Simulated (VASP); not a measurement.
# SnO2 in VASP: a series of runs, part 2 of 2

VASP 6.6.1. The steps go on from the part before.

### Step 3. Single point, r2SCAN

This run uses another cell than the first one, of the same volume but with other edges.

File POSCAR:

```
SnO2
1.0
    4.4791603257      0.0000000000      0.0000000000
    0.0000000000      4.4793857176      0.0000000000
    0.0000000000      0.0000000000      3.6143809667
Sn O
2 4
Direct
    0.5000000000      0.5000000000      0.5000000000
    0.0000000000      0.0000000000      0.0000000000
    0.3058623572      0.3059582262      0.0000000000
    0.8058623572      0.1940417738      0.5000000000
    0.1941376428      0.8059582262      0.5000000000
    0.6941376428      0.6940417738      0.0000000000
```

File INCAR.step1:

```
SYSTEM = SnO2
PREC = Accurate
ENCUT = 520
ISMEAR = 0
SIGMA = 0.05
LREAL = .False.
LASPH = .True.
NELM = 80
NBANDS = 35
GGA = PE
ALGO = Normal
EDIFF = 1E-4
LWAVE = .True.
LCHARG = .False.
```

File INCAR.step2:

```
SYSTEM = SnO2
PREC = Accurate
ENCUT = 520
EDIFF = 1E-6
ISMEAR = 0
SIGMA = 0.05
LREAL = .False.
LASPH = .True.
NELM = 80
ALGO = Normal
ISIF = 2
LWAVE = .False.
LCHARG = .True.
METAGGA = R2SCAN
LMIXTAU = .True.
LELF = .True.
LVHAR = .True.
NBANDS = 35
ISTART = 1
```

File KPOINTS:

```
regular mesh
0
Gamma
  6 6 10
  0 0 0
```

Potentials or basis: VASP PAW PBE potentials, release 64 (Sn_d, O).

Command:

```sh
> cat potpaw_PBE.64/Sn_d/POTCAR potpaw_PBE.64/O/POTCAR > POTCAR
> cp INCAR.step1 INCAR
> mpirun -np 1 vasp_std > vasp.out
> cp INCAR.step2 INCAR
> mpirun -np 1 vasp_std > vasp.out
```

OUTCAR:

```text
SYSTEM = SnO2
   PREC = Accurate
   ENCUT = 520
   EDIFF = 1E-6
   ISMEAR = 0
   LREAL = .False.
   LASPH = .True.
   NELM = 80
   ISIF = 2
   METAGGA = R2SCAN
   ISTART = 1

 ion  position               nearest neighbor table
   1  0.500  0.500  0.500-   4 1.94   5 1.94   3 2.19   6 2.19   3 2.19   6 2.19   2 3.65   2 3.65
                             2 3.65   2 3.65   2 3.65   2 3.65   2 3.65   2 3.65
   2  0.000  0.000  0.000-   3 1.94   6 1.94   5 2.19   4 2.19   4 2.19   5 2.19   1 3.65   1 3.65
                             1 3.65   1 3.65   1 3.65   1 3.65   1 3.65   1 3.65
   3  0.306  0.306  0.000-   2 1.94   1 2.19   1 2.19
   4  0.806  0.194  0.500-   1 1.94   2 2.19   2 2.19
   5  0.194  0.806  0.500-   1 1.94   2 2.19   2 2.19
   6  0.694  0.694  0.000-   2 1.94   1 2.19   1 2.19

  LATTYP: Found a simple orthorhombic cell.
 ALAT       =     3.6143809667
 B/A-ratio  =     1.2392607107
 C/A-ratio  =     1.2393230705

  Lattice vectors:

 A1 = (   0.0000000000,   0.0000000000,   3.6143809667)
 A2 = (   4.4791603257,   0.0000000000,   0.0000000000)
 A3 = (   0.0000000000,   4.4793857176,   0.0000000000)

Analysis of symmetry for initial positions (statically):
=====================================================================
 Subroutine PRICEL returns:
 Original cell was already a primitive cell.

 Routine SETGRP: Setting up the symmetry group for a
 simple orthorhombic supercell.

 Subroutine GETGRP returns: Found  8 space group operations
 (whereof  4 operations were pure point group operations)
 out of a pool of  8 trial point group operations.

The static configuration has the point symmetry C_2h.
 The point group associated with its full space group is D_2h.

Analysis of symmetry for dynamics (positions and initial velocities):
=====================================================================
 Subroutine PRICEL returns:
[... 138 lines left out ...]
     AMIX_MAG =   1.60;   BMIX_MAG =  1.00
  volume/ion in A,a.u.               =      12.09        81.56
  Fermi-wavevector in a.u.,A,eV,Ry     =   1.465299  2.769014 29.213088  2.147101
  Thomas-Fermi vector in A             =   2.581173
   LORBIT       =      0    0 simple, 1 ext, 2 COOP (PROOUT), +10 PAW based schemes
   METAGGA = R2SCAN    functional components
   LHFCALC =     F    Hartree Fock is set to
   AEXX    =    0.0000 exact exchange contribution
   IVDW    =     0    specifies the selected vdW correction
   LEPSILON=     F    determine dielectric tensor
   LRPA    =     F    only Hartree local field effects (RPA)
 non-spin polarized calculation
 Gauss-broadening in eV      SIGMA  =   0.05
  energy-cutoff  :      520.00
  volume of cell :       72.52
 maximum number of plane-waves:      1973
 NGX is ok and might be reduce to    36

 number of electron      51.9999999 magnetization

 Free energy of the ion-electron system (eV)
  ---------------------------------------------------
  ext. energy  EPLUGINS =         0.00000000
  ---------------------------------------------------
  free energy    TOTEN  =       -83.60726617 eV

  energy without entropy =      -83.60726617  energy(sigma->0) =      -83.60726617

 E-fermi :   5.7198     XC(G=0): -12.0289

 val. band max:        5.4599163800   @ k =   0.0000   0.0000   0.0000
 cond. band min:       7.0271742447   @ k =   0.0000   0.0000   0.0000
 fundamental gap:      1.5672578647
 Fermi energy:         5.7197632457

 k-point     1 :       0.0000    0.0000    0.0000
  band No.  band energies     occupation
      1     -16.2151      2.00000
      2     -15.4803      2.00000
      3     -15.0059      2.00000
      4     -14.9830      2.00000
      5     -14.9830      2.00000
      6     -14.9722      2.00000
[... 901 lines left out ...]
     34      18.2817      0.00000
     35      19.7849      0.00000

 [... further k-points ...]

------------------------ aborting loop because EDIFF is reached ----------------------------------------

  FORCE on cell =-STRESS in cart. coord.  units (eV):
  Direction    XX          YY          ZZ          XY          YZ          ZX
  --------------------------------------------------------------------------------------
  -------------------------------------------------------------------------------------
  Total        5.1426437      5.1424430    -10.6186755      0.0000000      0.0000000      0.0000000
  in kB      113.6182303    113.6137977   -234.6021212      0.0000000      0.0000000      0.0000000
  external PRESSURE =      -2.4566978 kB  Pullay stress =       0.0000000 kB

 VOLUME and BASIS-vectors are now :
 -----------------------------------------------------------------------------
  energy-cutoff  :      520.00
  volume of cell :       72.52
      direct lattice vectors                 reciprocal lattice vectors
     4.479160326  0.000000000  0.000000000     0.223256130  0.000000000  0.000000000
     0.000000000  4.479385718  0.000000000     0.000000000  0.223244896  0.000000000
     0.000000000  0.000000000  3.614380967     0.000000000  0.000000000  0.276672550

 POSITION                                       TOTAL-FORCE (eV/Angst)
 -----------------------------------------------------------------------------------
      2.23958      2.23969      1.80719         0.000000      0.000000      0.000000
      0.00000      0.00000      0.00000         0.000000      0.000000      0.000000
      1.37001      1.37050      0.00000         0.560767      0.560339      0.000000
      3.60959      0.86919      1.80719         0.560767     -0.560339      0.000000
      0.86957      3.61020      1.80719        -0.560767      0.560339      0.000000
      3.10915      3.10888      0.00000        -0.560767     -0.560339      0.000000
 -----------------------------------------------------------------------------------
    total drift:                                0.000000      0.000000      0.000000

  FREE ENERGIE OF THE ION-ELECTRON SYSTEM (eV)
  ---------------------------------------------------
  free  energy   TOTEN  =       -83.6072661743 eV

  energy  without entropy=      -83.6072661743  energy(sigma->0) =      -83.60726617
```

Wall time 11 min (1 thread of Intel Xeon Platinum 8259CL at 2.50GHz (Skylake/Cascade Lake), shared host); peak memory 0.32 GiB.

Results:

```
Free energy            : -83.6073 eV
Pressure               : -0.2 GPa
Largest force          : 0.793 eV/Å
Band gap on the k mesh : 1.57 eV
```

Forces in eV/Å, atoms in the order of the input:
```
Sn   0.000  0.000  0.000
Sn   0.000  0.000  0.000
O    0.561  0.560  0.000
O    0.561 -0.560  0.000
O   -0.561  0.560  0.000
O   -0.561 -0.560  0.000
```

Levels at points of the mesh, in eV from the valence-band top:
| k point | band 22 | band 23 | band 24 | band 25 | band 26 | band 27 | band 28 | band 29 | band 30 | band 31 |
| --- | --- | --- | --- | --- | --- | --- | --- | --- | --- | --- |
| (0.00, 0.00, 0.00) | -1.31 | -1.31 | -0.48 | -0.48 | 0.00 | 1.57 | 5.51 | 5.99 | 5.99 | 9.72 |
| (0.50, 0.00, 0.00) | -1.79 | -1.20 | -1.20 | -0.44 | -0.44 | 5.01 | 5.01 | 6.90 | 6.90 | 12.16 |
| (0.00, 0.50, 0.00) | -1.79 | -1.20 | -1.20 | -0.44 | -0.44 | 5.01 | 5.01 | 6.90 | 6.90 | 12.17 |
| (0.50, 0.50, 0.00) | -1.99 | -1.48 | -1.48 | -0.37 | -0.37 | 5.07 | 5.07 | 7.74 | 7.74 | 12.29 |
| (0.00, 0.00, 0.50) | -2.22 | -1.58 | -1.58 | -1.00 | -1.00 | 6.45 | 6.45 | 9.52 | 9.52 | 10.84 |
| (0.50, 0.00, 0.50) | -1.53 | -0.77 | -0.77 | -0.16 | -0.16 | 7.10 | 7.10 | 9.26 | 9.26 | 10.57 |
| (0.00, 0.50, 0.50) | -1.53 | -0.77 | -0.77 | -0.16 | -0.16 | 7.10 | 7.10 | 9.26 | 9.26 | 10.57 |
| (0.50, 0.50, 0.50) | -1.43 | -0.60 | -0.60 | -0.36 | -0.36 | 5.55 | 5.55 | 9.85 | 9.85 | 10.45 |

Caveat: the PAW data sets were made with another functional, which shifts forces and pressure a little; spin-orbit coupling is left out, which moves the levels of the heavy elements.
